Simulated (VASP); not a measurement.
# C2TeH6 in VASP: single point with PBE+D3(BJ)

Aim: the single point of C2TeH6 with PBE+D3(BJ).

Program: VASP 6.6.1. These are calculated values, not measurements. Logs are shortened: lines on timing, memory, paths and dates and some standing lists are left out, and cuts for length are marked.

## Step 1: The cell of the first run

The cell holds a molecule in a box, 9 atoms: a = 15.716 Å, b = 14.500 Å, c = 15.000 Å, α = 90.00°, β = 90.00°, γ = 90.00°.

## Step 2: Single point, PBE+D3(BJ)

Contents of INCAR:

```
PREC = Accurate
ENCUT = 520
EDIFF = 1E-7
ISMEAR = 0
SIGMA = 0.005
LREAL = F
LASPH = T
NELM = 80
ALGO = Normal
ISIF = 2
LWAVE = F
LCHARG = F
GGA = PE
IVDW = 12
NBANDS = 20
ISYM = 0
```

Contents of KPOINTS:

```
Automatic mesh
0
Gamma
  1 1 1
```

Contents of POSCAR:

```
TeH6C2
1.0
   15.7162830690      0.0000000000      0.0000000000
    0.0000000000     14.5000000000      0.0000000000
    0.0000000000      0.0000000000     15.0000000000
C Te H
2 1 6
Direct
    0.5932384751      0.5487936701      0.5256319737
    0.4044772177      0.4851384617      0.4862892024
    0.5018472978      0.5638735329      0.4191643733
    0.6076675351      0.4757123892      0.5354647837
    0.6509089163      0.5855131942      0.5052710966
    0.5678559212      0.5795422282      0.5866949023
    0.4271010303      0.4148133368      0.4978310992
    0.3489045198      0.4837204201      0.4422896743
    0.3878170226      0.5188054944      0.5491751505
```

Potentials or basis: VASP PAW PBE potentials, release 64 (C, Te, H).

On the command line:

```sh
$ cat potpaw_PBE.64/C/POTCAR potpaw_PBE.64/Te/POTCAR potpaw_PBE.64/H/POTCAR > POTCAR
$ mpirun -np 1 vasp_gam > vasp.out
```

OUTCAR:

```text
PREC = Accurate
   ENCUT = 520
   EDIFF = 1E-7
   ISMEAR = 0
   LREAL = F
   LASPH = T
   NELM = 80
   ISIF = 2
   GGA = PE
   IVDW = 12
   ISYM = 0
 IVDW          = 12

 ion  position               nearest neighbor table
   1  0.593  0.549  0.526-   4 1.09   6 1.09   5 1.09   3 2.16
   2  0.404  0.485  0.486-   7 1.09   9 1.09   8 1.09   3 2.16
   3  0.502  0.564  0.419-   2 2.16   1 2.16
   4  0.608  0.476  0.535-   1 1.09
   5  0.651  0.586  0.505-   1 1.09
   6  0.568  0.580  0.587-   1 1.09
   7  0.427  0.415  0.498-   2 1.09
   8  0.349  0.484  0.442-   2 1.09
   9  0.388  0.519  0.549-   2 1.09

IMPORTANT INFORMATION: All symmetrisations will be switched off!
NOSYMM: (Re-)initialisation of all symmetry stuff for point group C_1.

----------------------------------------------------------------------------------------

                                     Primitive cell

  volume of cell :    3418.2916

  direct lattice vectors                    reciprocal lattice vectors
    15.716283069  0.000000000  0.000000000     0.063628276  0.000000000  0.000000000
     0.000000000 14.500000000  0.000000000     0.000000000  0.068965517  0.000000000
     0.000000000  0.000000000 15.000000000     0.000000000  0.000000000  0.066666667

  length of vectors
    15.716283069 14.500000000 15.000000000     0.063628276  0.068965517  0.066666667

  position of ions in fractional coordinates (direct lattice)
     0.593238475  0.548793670  0.525631974
     0.404477218  0.485138462  0.486289202
     0.501847298  0.563873533  0.419164373
     0.607667535  0.475712389  0.535464784
     0.650908916  0.585513194  0.505271097
     0.567855921  0.579542228  0.586694902
     0.427101030  0.414813337  0.497831099
     0.348904520  0.483720420  0.442289674
     0.387817023  0.518805494  0.549175150

  ion indices of the primitive-cell ions
   primitive index   ion index
                 1           1
                 2           2
                 3           3
                 4           4
                 5           5
                 6           6
                 7           7
                 8           8
                 9           9

----------------------------------------------------------------------------------------

[... 48 lines left out ...]
   NSW    =      0    number of steps for IOM
   IBRION =     -1    ionic relax: 0-MD 1-quasi-New 2-CG
   NFREE  =      0    steps in history (QN), initial steepest desc. (CG)
   ISIF   =      2    stress and relaxation
   ISYM   =      0    0-nonsym 1-usesym 2-fastsym
   POTIM  = 0.5000    time-step for ionic-motion
   TEBEG  =    0.0;   TEEND  =   0.0 temperature during run
   PSTRESS=    0.0 pullay stress
   NELECT =      20.0000    total number of electrons
   NUPDOWN=      -1.0000    fix difference up-down
   EMIN   =  10.00;   EMAX   =-10.00  energy-range for DOS
   EFERMI =   0.00;   METHOD = LEGACY
   ISMEAR =     0;   SIGMA  =   0.01  broadening in eV -4-tet -1-fermi 0-gaus
   EFERMI_NEDOS =   21; number of points for ismear=-14 and -15
   IALGO  =     38    algorithm
   IMIX   =      4    mixing-type and parameters
     AMIX     =   0.40;   BMIX     =  1.00
     AMIX_MAG =   1.60;   BMIX_MAG =  1.00
  volume/ion in A,a.u.               =     379.81      2563.09
  Fermi-wavevector in a.u.,A,eV,Ry     =   0.294995  0.557460  1.184009  0.087022
  Thomas-Fermi vector in A             =   1.158141
   LORBIT       =      0    0 simple, 1 ext, 2 COOP (PROOUT), +10 PAW based schemes
   GGA     = PE    functional components
   LHFCALC =     F    Hartree Fock is set to
   AEXX    =    0.0000 exact exchange contribution
   IVDW    =    12    specifies the selected vdW correction
   LEPSILON=     F    determine dielectric tensor
   LRPA    =     F    only Hartree local field effects (RPA)
 non-spin polarized calculation
 Gauss-broadening in eV      SIGMA  =   0.01
  energy-cutoff  :      520.00
  volume of cell :     3418.29
 maximum number of plane-waves:     46037
 NGX is ok and might be reduce to   120
   NGX = 59   NGY = 53   NGZ = 55

 number of electron      20.0000001 magnetization

 Free energy of the ion-electron system (eV)
  ---------------------------------------------------
  ext. energy  EPLUGINS =         0.00000000
  ---------------------------------------------------
  free energy    TOTEN  =       -42.36424793 eV

  energy without entropy =      -42.36424793  energy(sigma->0) =      -42.36424793

 E-fermi :  -4.4621     XC(G=0):  -0.4880

 val. band max:       -4.5038698757   @ k =   0.0000   0.0000   0.0000
 cond. band min:      -1.2194507693   @ k =   0.0000   0.0000   0.0000
 fundamental gap:      3.2844191064
 Fermi energy:        -4.4621408686

 k-point     1 :       0.0000    0.0000    0.0000
  band No.  band energies     occupation
      1     -17.9026      2.00000
      2     -16.8975      2.00000
      3     -13.7424      2.00000
      4     -10.1735      2.00000
      5     -10.1456      2.00000
      6      -9.8364      2.00000
[... 12 lines left out ...]
     19       0.7185      0.00000
     20       0.9084      0.00000

------------------------ aborting loop because EDIFF is reached ----------------------------------------

 Edisp (eV)   -0.17467

 E8    (eV) :    -0.0603

  FORCE on cell =-STRESS in cart. coord.  units (eV):
  Direction    XX          YY          ZZ          XY          YZ          ZX
  --------------------------------------------------------------------------------------
  -------------------------------------------------------------------------------------
  Total      -0.03557    -0.01081     0.00032     0.00468    -0.03188    -0.00786
  in kB      -0.01667    -0.00507     0.00015     0.00219    -0.01494    -0.00368
  external pressure =       -0.01 kB  Pullay stress =        0.00 kB

 VOLUME and BASIS-vectors are now :
 -----------------------------------------------------------------------------
  energy-cutoff  :      520.00
  volume of cell :     3418.29
      direct lattice vectors                 reciprocal lattice vectors
    15.716283069  0.000000000  0.000000000     0.063628276  0.000000000  0.000000000
     0.000000000 14.500000000  0.000000000     0.000000000  0.068965517  0.000000000
     0.000000000  0.000000000 15.000000000     0.000000000  0.000000000  0.066666667

 POSITION                                       TOTAL-FORCE (eV/Angst)
 -----------------------------------------------------------------------------------
      9.32350      7.95751      7.88448        -0.007339     -0.002588      0.017974
      6.35688      7.03451      7.29434        -0.009068     -0.005575      0.013878
      7.88717      8.17617      6.28747         0.006823      0.025314     -0.042665
      9.55027      6.89783      8.03197         0.002598     -0.028296      0.004552
     10.22987      8.48994      7.57907         0.018536      0.016160     -0.014949
      8.92458      8.40336      8.80042        -0.007951      0.005705      0.014377
      6.71244      6.01479      7.46747         0.011541     -0.023874      0.004672
      5.48348      7.01395      6.63435        -0.012559      0.003079     -0.015787
      6.09504      7.52268      8.23763        -0.002580      0.010076      0.017948
 -----------------------------------------------------------------------------------
    total drift:                                0.000213      0.000136      0.000264

  FREE ENERGIE OF THE ION-ELECTRON SYSTEM (eV)
  ---------------------------------------------------
  free  energy   TOTEN  =       -42.5389218824 eV

  energy  without entropy=      -42.5389218824  energy(sigma->0) =      -42.53892188
```

stdout:

```text
POSCAR found type information on POSCAR C TeH
 POSCAR found :  3 types and       9 ions
 scaLAPACK will be used
 LDA part: xc-table for (Slater+PW92), standard interpolation
 POSCAR, INCAR and KPOINTS ok, starting setup
 FFT: planning ... GRIDC
 FFT: planning ... GRID_SOFT
 FFT: planning ... GRID
 WAVECAR not read
 entering main loop
```

Run time: 7.5 min. Hardware: 1 thread of Intel Xeon Platinum 8488C (Sapphire Rapids), shared host; peak memory 2.1 GiB.

Results:

```
Free energy                     : -42.5389 eV
Largest force                   : 0.050 eV/Å
Gap between the frontier levels : 3.28 eV
Dispersion energy per atom      : -0.019 eV
```

Forces on the atoms (eV/Å):
```
C   -0.007 -0.003  0.018
C   -0.009 -0.006  0.014
Te   0.007  0.025 -0.043
H    0.003 -0.028  0.005
H    0.019  0.016 -0.015
H   -0.008  0.006  0.014
H    0.012 -0.024  0.005
H   -0.013  0.003 -0.016
H   -0.003  0.010  0.018
```

Levels at points of the mesh, in eV from the valence-band top:
```tsv
k point	band 8	band 9	band 10	band 11	band 12	band 13
(0.00, 0.00, 0.00)	-3.31	-2.48	0.00	3.28	3.89	4.23
```

Caveat: spin-orbit coupling is left out, which moves the levels of the heavy elements.
